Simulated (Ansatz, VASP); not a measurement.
# SnO2 in VASP and in Ansatz

```
Sn O
1.0
    -1.98611    2.18472    5.09017
     1.98611   -2.18472    5.09017
     1.98611    2.18472   -5.09017
Sn O
2 4
Direct
  0.75000 0.25000 0.50000
  0.00000 0.00000 0.00000
  0.79700 0.79700 0.00000
  0.95300 0.45300 0.50000
  0.20300 0.20300 0.00000
  0.54700 0.04700 0.50000
```

Change from the starting cell: strain +0.1000 x Voigt [0, 1, 0, 0, 0, 0], atoms carried along.

Alike in both runs: task single point; functional LDA; k mesh 10 × 10 × 10; occupations gaussian, width 0.05 eV; no spin polarisation.

|  | VASP | Ansatz |
| --- | --- | --- |
| version | VASP 6.6.1 | Ansatz 0.2.0 |
| potentials or method | VASP PAW LDA potentials, release 64 (Sn_d, O), cutoff 520 eV | scalar-relativistic, plane waves, PAW |
| valence electrons in the cell | 52 | 52 |

```csv
,VASP,Ansatz,Ansatz less VASP
gap on the k mesh at the Fermi level (eV),0.93,0.91,-0.018
least direct gap on the mesh (eV),1.00,0.98,-0.019
pressure (GPa),-10.3,-11.0,-0.62
"traceless stress, the component that is largest in VASP (GPa)",-12.25,-11.78,+0.464
rms of the force components (eV/Å),0.557,0.559,+0.0018
```

LDA's correlation is that of Perdew and Zunger in VASP and of Perdew and Wang (1992) in Ansatz. Atom by atom the forces differ by 0.024 eV/Å (rms over components).
